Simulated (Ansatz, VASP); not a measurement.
**One calculation of Zn, two programs**

```
Zn
1.0
     2.69987    0.00000    0.00000
    -1.34993    2.33815    0.00000
     0.00000    0.00000    5.01180
Zn
2
Cartesian
  0.0000 1.5588 1.2529
  1.3499 0.7794 3.7588
```

Change from the starting cell: volume scaled by 1.04.

Alike in both runs: task single point; functional PBEsol; k mesh 16 × 16 × 8; occupations fermi-dirac, width 0.03 eV; no spin polarisation.

|  | VASP | Ansatz |
| --- | --- | --- |
| version | VASP 6.6.1 | Ansatz 0.2.0 |
| potentials or method | VASP PAW PBE potentials, release 64 (Zn), cutoff 520 eV | all-electron LAPW, scalar-relativistic |

VASP gave:

```
pressure (GPa)                                                : -7.4
traceless stress, the component that is largest in VASP (GPa) : 0.87
```

What did Ansatz give for the same quantities?

Pressure (GPa): -7.7; traceless stress, the component that is largest in VASP (GPa): 0.98.

VASP's potentials were made for PBE, not for PBEsol. Ansatz ran all-electron here, and VASP with PAW potentials.
